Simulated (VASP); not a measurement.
# Hf2O (Immm) in VASP: further runs

The runs below take Hf2O through single point, relaxation of cell and atoms, with PBE.

Everything below comes from runs of VASP 6.6.1. Logs are shortened: lines on timing, memory, paths and dates and some standing lists are left out, and cuts for length are marked.

### 1 The cell of the first run

Symmetry: Immm, No. 71, orthorhombic system. Conventional cell: a = 3.056 Å, b = 5.889 Å, c = 7.384 Å, α = 90.00°, β = 90.00°, γ = 90.00°. Within 2.5 Å of Hf (site symmetry mm2) lie 1 O at 1.90 Å. Within 2.5 Å of O (site symmetry mmm) lie 2 Hf at 1.90 Å.

The cell was built from a structure type or drawn by symmetry, and may not be a known phase.

### 2 Single point, PBE

File INCAR:

```
ALGO = Normal ; EDIFF = 1E-7
ENCUT = 520 ; GGA = PE
ISIF = 2 ; ISMEAR = 0
LASPH = True ; LCHARG = False
LREAL = False ; LWAVE = False
NBANDS = 20 ; NELM = 60
PREC = Accurate ; SIGMA = 0.2
```

File KPOINTS:

```
k-points
0
Gamma
  7 7 7
```

File POSCAR:

```
Hf2O
1.0
   -1.5279139079      2.9443347939      3.6919152058
    1.5279139079     -2.9443347939      3.6919152058
    1.5279139079      2.9443347939     -3.6919152058
Hf O
2 1
Direct
    0.7576410930      0.7576410930      0.0000000000
    0.2423589070      0.2423589070      0.0000000000
    0.5000000000      0.5000000000      0.0000000000
```

Potentials or basis: VASP PAW PBE potentials, release 64 (Hf_pv, O).

Run with:

```console
$ cat potpaw_PBE.64/Hf_pv/POTCAR potpaw_PBE.64/O/POTCAR > POTCAR
$ mpirun -np 1 vasp_std > vasp.out
```

OUTCAR:

```text
EDIFF = 1E-7
   ENCUT = 520
   GGA = PE
   ISIF = 2
   ISMEAR = 0
   LASPH = True
   LREAL = False
   NELM = 60
   PREC = Accurate

 ion  position               nearest neighbor table
   1  0.758  0.758  0.000-   3 1.90   2 3.32   2 3.32   2 3.32   2 3.32   2 3.58   2 3.80
   2  0.242  0.242  0.000-   3 1.90   1 3.32   1 3.32   1 3.32   1 3.32   1 3.58   1 3.80
   3  0.500  0.500  0.000-   1 1.90   2 1.90

  LATTYP: Found a body centered orthorhombic cell.
 ALAT       =     3.0558278158
 B/A-ratio  =     1.9270292512
 C/A-ratio  =     2.4163110151

  Lattice vectors:

 A1 = (  -1.5279139079,   2.9443347939,   3.6919152058)
 A2 = (   1.5279139079,  -2.9443347939,   3.6919152058)
 A3 = (   1.5279139079,   2.9443347939,  -3.6919152058)

Analysis of symmetry for initial positions (statically):
=====================================================================
 Subroutine PRICEL returns:
 Original cell was already a primitive cell.

 Routine SETGRP: Setting up the symmetry group for a
 body centered orthorhombic supercell.

 Subroutine GETGRP returns: Found  8 space group operations
 (whereof  8 operations were pure point group operations)
 out of a pool of  8 trial point group operations.

The static configuration has the point symmetry D_2h.

Analysis of symmetry for dynamics (positions and initial velocities):
=====================================================================
 Subroutine PRICEL returns:
 Original cell was already a primitive cell.

 Routine SETGRP: Setting up the symmetry group for a
 body centered orthorhombic supercell.

 Subroutine GETGRP returns: Found  8 space group operations
 (whereof  8 operations were pure point group operations)
 out of a pool of  8 trial point group operations.

The dynamic configuration has the point symmetry D_2h.

 Subroutine INISYM returns: Found  8 space group operations
 (whereof  8 operations are pure point group operations),
 and found     1 'primitive' translations

----------------------------------------------------------------------------------------

                                     Primitive cell

  volume of cell :      66.4351

  direct lattice vectors                    reciprocal lattice vectors
    -1.527913908  2.944334794  3.691915206     0.000000000  0.169817645  0.135431063
     1.527913908 -2.944334794  3.691915206     0.327243569  0.000000000  0.135431063
     1.527913908  2.944334794 -3.691915206     0.327243569  0.169817645  0.000000000

  length of vectors
     4.963251573  4.963251573  4.963251573     0.217208667  0.354160876  0.368681957

  position of ions in fractional coordinates (direct lattice)
     0.757641093  0.757641093  0.000000000
     0.242358907  0.242358907  0.000000000
     0.500000000  0.500000000  0.000000000

  ion indices of the primitive-cell ions
   primitive index   ion index
                 1           1
                 2           2
                 3           3

----------------------------------------------------------------------------------------

 KPOINTS: k-points

Automatic generation of k-mesh.
 Grid dimensions read from file:
 generate k-points for:    7    7    7

 Generating k-lattice:

  Cartesian coordinates                     Fractional coordinates (reciprocal lattice)
     0.000000000  0.024259664  0.019347295     0.142857143  0.000000000  0.000000000
     0.046749081  0.000000000  0.019347295     0.000000000  0.142857143 -0.000000000
     0.046749081  0.024259664  0.000000000     0.000000000 -0.000000000  0.142857143

  Length of vectors
     0.031029810  0.050594411  0.052668851

  Shift w.r.t. Gamma in fractional coordinates (k-lattice)
     0.000000000  0.000000000  0.000000000

 Subroutine IBZKPT returns following result:
 ===========================================

 Found     64 irreducible k-points:

 Following reciprocal coordinates:
            Coordinates               Weight
  0.000000  0.000000  0.000000      1.000000
  0.142857  0.000000  0.000000      4.000000
  0.285714  0.000000  0.000000      4.000000
  0.428571 -0.000000  0.000000      4.000000
  0.000000  0.142857  0.000000      4.000000
  0.142857  0.142857  0.000000      8.000000
[... 16 lines left out ...]
 -0.428571  0.428571 -0.000000      4.000000
 -0.285714  0.428571 -0.000000      8.000000
 [... further k-points ...]
   k-points           NKPTS =     64   k-points in BZ     NKDIM =     64   number of bands    NBANDS=     20
   number of dos      NEDOS =    301   number of ions     NIONS =      3
   total plane-waves  NPLWV =  64000
   dimension x,y,z NGX =    40 NGY =   40 NGZ =   40
   dimension x,y,z NGXF=    80 NGYF=   80 NGZF=   80
   ions per type =               2   1
   NGX,Y,Z   is equivalent  to a cutoff of  13.40, 13.40, 13.40 a.u.
   NGXF,Y,Z  is equivalent  to a cutoff of  26.80, 26.80, 26.80 a.u.
 SYSTEM =  unknown system
   PREC   = accura    normal or accurate (medium, high low for compatibility)
   ISTART =      0    job   : 0-new  1-cont  2-samecut
   ICHARG =      2    charge: 1-file 2-atom 10-const
   ISPIN  =      1    spin polarized calculation?
   LNONCOLLINEAR =      F non collinear calculations
   LSORBIT =      F    spin-orbit coupling
   LASPH  =      T    aspherical Exc in radial PAW
   ENCUT  =  520.0 eV  38.22 Ry    6.18 a.u.   9.23  9.23  9.23*2*pi/ulx,y,z
   NELM   =     60;   NELMIN=  2; NELMDL= -5     # of ELM steps
   EDIFF  = 0.1E-06   stopping-criterion for ELM
   LREAL  =      F    real-space projection
   EDIFFG = 0.1E-05   stopping-criterion for IOM
   NSW    =      0    number of steps for IOM
   IBRION =     -1    ionic relax: 0-MD 1-quasi-New 2-CG
   NFREE  =      0    steps in history (QN), initial steepest desc. (CG)
   ISIF   =      2    stress and relaxation
   ISYM   =      2    0-nonsym 1-usesym 2-fastsym
   POTIM  = 0.5000    time-step for ionic-motion
   TEBEG  =    0.0;   TEEND  =   0.0 temperature during run
   PSTRESS=    0.0 pullay stress
   NELECT =      26.0000    total number of electrons
   NUPDOWN=      -1.0000    fix difference up-down
   EMIN   =  10.00;   EMAX   =-10.00  energy-range for DOS
   EFERMI =   0.00;   METHOD = LEGACY
   ISMEAR =     0;   SIGMA  =   0.20  broadening in eV -4-tet -1-fermi 0-gaus
   EFERMI_NEDOS =   21; number of points for ismear=-14 and -15
   IALGO  =     38    algorithm
   IMIX   =      4    mixing-type and parameters
     AMIX     =   0.40;   BMIX     =  1.00
     AMIX_MAG =   1.60;   BMIX_MAG =  1.00
  volume/ion in A,a.u.               =      22.15       149.44
  Fermi-wavevector in a.u.,A,eV,Ry     =   1.197476  2.262901 19.510046  1.433948
  Thomas-Fermi vector in A             =   2.333389
   LORBIT       =      0    0 simple, 1 ext, 2 COOP (PROOUT), +10 PAW based schemes
   GGA     = PE    functional components
   LHFCALC =     F    Hartree Fock is set to
   AEXX    =    0.0000 exact exchange contribution
   IVDW    =     0    specifies the selected vdW correction
   LEPSILON=     F    determine dielectric tensor
   LRPA    =     F    only Hartree local field effects (RPA)
 non-spin polarized calculation
 Gauss-broadening in eV      SIGMA  =   0.20
  energy-cutoff  :      520.00
  volume of cell :       66.44
 maximum number of plane-waves:      1802
 NGX is ok and might be reduce to    40
   NGX = 19   NGY = 19   NGZ = 19

 number of electron      25.9999998 magnetization

 Free energy of the ion-electron system (eV)
  ---------------------------------------------------
  ext. energy  EPLUGINS =         0.00000000
  ---------------------------------------------------
  free energy    TOTEN  =       -26.98038584 eV

  energy without entropy =      -26.92423224  energy(sigma->0) =      -26.95230904

 E-fermi :   3.4527     XC(G=0):  -9.9984

 val. band max:        3.4220845612   @ k =  -0.4286  -0.2857   0.1429
 cond. band min:       3.4547455442   @ k =   0.4286  -0.1429   0.1429
 fundamental gap:      0.0326609830
 Fermi energy:         3.4527476902

 k-point     1 :       0.0000    0.0000    0.0000
  band No.  band energies     occupation
      1     -28.2617      2.00000
      2     -28.0596      2.00000
      3     -27.9278      2.00000
      4     -27.5471      2.00000
      5     -27.4260      2.00000
      6     -27.3660      2.00000
[... 12 lines left out ...]
     19       7.6558      0.00000
     20       7.9256      0.00000

 k-point     2 :       0.1429    0.0000    0.0000
  band No.  band energies     occupation
      1     -28.2576      2.00000
      2     -28.0655      2.00000
      3     -27.9098      2.00000
      4     -27.5668      2.00000
      5     -27.4231      2.00000
      6     -27.3690      2.00000
[... 12 lines left out ...]
     19       7.3768      0.00000
     20       8.2135      0.00000

 k-point     3 :       0.2857    0.0000    0.0000
  band No.  band energies     occupation
      1     -28.2475      2.00000
      2     -28.0797      2.00000
      3     -27.8587      2.00000
      4     -27.6216      2.00000
      5     -27.4149      2.00000
      6     -27.3774      2.00000
[... 12 lines left out ...]
     19       7.0752      0.00000
     20       8.0370      0.00000

 k-point     4 :       0.4286   -0.0000    0.0000
  band No.  band energies     occupation
      1     -28.2380      2.00000
      2     -28.0925      2.00000
      3     -27.7840      2.00000
      4     -27.6994      2.00000
      5     -27.4030      2.00000
      6     -27.3895      2.00000
[... 12 lines left out ...]
     19       7.0354      0.00000
     20       7.3174      0.00000

 k-point     5 :       0.0000    0.1429    0.0000
  band No.  band energies     occupation
      1     -28.2449      2.00000
      2     -28.0548      2.00000
      3     -27.8983      2.00000
      4     -27.5545      2.00000
      5     -27.5332      2.00000
      6     -27.4811      2.00000
[... 12 lines left out ...]
     19       7.2396      0.00000
     20       7.2707      0.00000

 k-point     6 :       0.1429    0.1429    0.0000
  band No.  band energies     occupation
      1     -28.2311      2.00000
      2     -28.0719      2.00000
      3     -27.8846      2.00000
      4     -27.5768      2.00000
      5     -27.5302      2.00000
      6     -27.4771      2.00000
[... 12 lines left out ...]
     19       7.2751      0.00000
     20       7.6976      0.00000

 k-point     7 :       0.2857    0.1429    0.0000
  band No.  band energies     occupation
      1     -28.2234      2.00000
      2     -28.0831      2.00000
      3     -27.8428      2.00000
      4     -27.6312      2.00000
      5     -27.5202      2.00000
      6     -27.4773      2.00000
[... 12 lines left out ...]
     19       7.2889      0.00000
     20       7.9662      0.00000
[... 277 lines left out ...]
 k-point    20 :       0.1429    0.4286    0.0000
  band No.  band energies     occupation
      1     -28.1807      2.00000
      2     -28.0314      2.00000
      3     -27.9553      2.00000
      4     -27.9371      2.00000
      5     -27.7121      2.00000
      6     -27.6321      2.00000
[... 12 lines left out ...]
     19       7.4916      0.00000
     20       8.5239      0.00000

 k-point    21 :       0.2857    0.4286    0.0000
  band No.  band energies     occupation
      1     -28.2015      2.00000
      2     -28.0098      2.00000
      3     -27.9750      2.00000
      4     -27.9531      2.00000
      5     -27.6824      2.00000
      6     -27.6243      2.00000
[... 12 lines left out ...]
     19       7.4061      0.00000
     20       8.5021      0.00000

 k-point    22 :       0.4286    0.4286    0.0000
  band No.  band energies     occupation
      1     -28.2194      2.00000
      2     -27.9904      2.00000
      3     -27.9860      2.00000
      4     -27.9675      2.00000
      5     -27.6536      2.00000
      6     -27.6261      2.00000
[... 12 lines left out ...]
     19       7.4906      0.00000
     20       8.4619      0.00000

 k-point    23 :      -0.4286    0.4286   -0.0000
  band No.  band energies     occupation
      1     -28.2244      2.00000
      2     -27.9842      2.00000
      3     -27.9817      2.00000
      4     -27.9719      2.00000
      5     -27.6432      2.00000
      6     -27.6362      2.00000
[... 12 lines left out ...]
     19       7.1501      0.00000
     20       8.4144      0.00000

 k-point    24 :      -0.2857    0.4286   -0.0000
  band No.  band energies     occupation
      1     -28.2143      2.00000
      2     -27.9946      2.00000
      3     -27.9643      2.00000
      4     -27.9637      2.00000
      5     -27.6738      2.00000
      6     -27.6324      2.00000
[... 12 lines left out ...]
     19       6.8780      0.00000
     20       8.5873      0.00000

 [... further k-points ...]

------------------------ aborting loop because EDIFF is reached ----------------------------------------

  FORCE on cell =-STRESS in cart. coord.  units (eV):
  Direction    XX          YY          ZZ          XY          YZ          ZX
  --------------------------------------------------------------------------------------
  -------------------------------------------------------------------------------------
  Total       -0.1006689      0.0473149     -0.1671942      0.0000000      0.0000000      0.0000000
  in kB       -2.4277740      1.1410648     -4.0321255      0.0000000      0.0000000      0.0000000
  external PRESSURE =      -1.7729449 kB  Pullay stress =       0.0000000 kB

 VOLUME and BASIS-vectors are now :
 -----------------------------------------------------------------------------
  energy-cutoff  :      520.00
  volume of cell :       66.44
      direct lattice vectors                 reciprocal lattice vectors
    -1.527913908  2.944334794  3.691915206     0.000000000  0.169817645  0.135431063
     1.527913908 -2.944334794  3.691915206     0.327243569  0.000000000  0.135431063
     1.527913908  2.944334794 -3.691915206     0.327243569  0.169817645  0.000000000

 POSITION                                       TOTAL-FORCE (eV/Angst)
 -----------------------------------------------------------------------------------
      0.00000      0.00000      5.59429        -0.000000     -0.000000     -0.096975
      0.00000      0.00000      1.78954         0.000000      0.000000      0.096975
      0.00000      0.00000      3.69192         0.000000     -0.000000      0.000000
 -----------------------------------------------------------------------------------
    total drift:                               -0.000000      0.000000     -0.000000

  FREE ENERGIE OF THE ION-ELECTRON SYSTEM (eV)
  ---------------------------------------------------
  free  energy   TOTEN  =       -26.9803858383 eV

  energy  without entropy=      -26.9242322431  energy(sigma->0) =      -26.95230904
```

It took 61 s on 1 thread of Intel Xeon Platinum 8559C (Emerald Rapids), shared host; peak memory 0.28 GiB.

Results:

```yaml
Free_energy: -26.9804 eV
Pressure: -0.2 GPa
Largest_force: 0.097 eV/Å
Band_gap_on_the_k_mesh: zero (bands 13 and 14 overlap by 0.75 eV)
```

Forces on the atoms (eV/Å):
```
Hf   0.000  0.000 -0.097
Hf   0.000  0.000  0.097
O    0.000  0.000  0.000
```

Stress tensor (GPa, compression positive):
```
-0.24  0.00  0.00
 0.00  0.11  0.00
 0.00  0.00 -0.40
```

Caveat: spin-orbit coupling is left out, which moves the levels of the heavy elements.

### 3 Relaxation of cell and atoms, PBE

This run uses another cell than the first one, of 15.57 Å³/atom.

File INCAR:

```
SYSTEM = Hf2O
  ALGO = Normal
  EDIFF = 1E-6
  EDIFFG = -0.08
  ENCUT = 600
  GGA = PE
  IBRION = 2
  ISIF = 3
  ISMEAR = 0
  LASPH = .TRUE.
  LCHARG = .FALSE.
  LREAL = .FALSE.
  LWAVE = .FALSE.
  NELM = 100
  NSW = 36
  PREC = Accurate
  SIGMA = 0.2
```

File KPOINTS:

```
k-points
0
G
  7 7 7
  0 0 0
```

File POSCAR:

```
Hf2O
1.0
   -1.7714454800      2.2222762700      2.9660381400
    1.7714454800     -2.2222762700      2.9660381400
    1.7714454800      2.2222762700     -2.9660381400
Hf O
2 1
Direct
    0.7606573900      0.7606573900      0.0000000000
    0.2393426100      0.2393426100      0.0000000000
    0.5000000000      0.5000000000      0.0000000000
```

Potentials or basis: VASP PAW PBE potentials, release 64 (Hf_pv, O).

Run with:

```console
$ cat potpaw_PBE.64/Hf_pv/POTCAR potpaw_PBE.64/O/POTCAR > POTCAR
$ mpirun -np 1 vasp_std > vasp.out
```

Wall time 11 min (1 thread of Intel Xeon Platinum 8559C (Emerald Rapids), shared host); peak memory 0.25 GiB.

The run converged. Its results:

| Quantity | Value |
| --- | --- |
| Free energy | -26.8997 eV |
| Relaxed volume | 22.10 Å³/atom |
| Relaxed cell | a = 4.963 Å, b = 4.963 Å, c = 4.963 Å, α = 143.92°, β = 108.73°, γ = 82.57° |
| Space group after relaxing (to 0.1 Å) | Immm (No. 71) |
| Pressure after relaxing | -0.3 GPa |
| Largest force after relaxing | 0.061 eV/Å |
| Band gap on the k mesh | zero (bands 13 and 14 overlap by 0.81 eV) |

Forces in eV/Å, atoms in the order of the input:
```
Hf   0.000  0.000  0.061
Hf   0.000  0.000 -0.061
O    0.000  0.000  0.000
```

Stress tensor (GPa, compression positive):
```
 0.03  0.00  0.00
 0.00 -0.30  0.00
 0.00  0.00 -0.54
```

Final structure:
```
CELL_PARAMETERS angstrom
-1.53712 2.89170 3.72960
1.53712 -2.89170 3.72960
1.53712 2.89170 -3.72960
ATOMIC_POSITIONS crystal
Hf 0.75415 0.75415 0.00000
Hf 0.24585 0.24585 0.00000
O 0.50000 0.50000 0.00000
```

Levels at points of the mesh, in eV from the Fermi level:
| k point | band 10 | band 11 | band 12 | band 13 | band 14 | band 15 | band 16 | band 17 |
| --- | --- | --- | --- | --- | --- | --- | --- | --- |
| (0.00, 0.00, 0.00) | -5.44 | -4.19 | -2.23 | -0.01 | 0.52 | 1.46 | 1.94 | 4.44 |

Caveat: the volume moved by over 15 % at a fixed basis, so the end points are rough; spin-orbit coupling is left out, which moves the levels of the heavy elements; the relaxation stopped at a loose force limit of 0.08 eV/Å, so its end isn't a converged minimum.
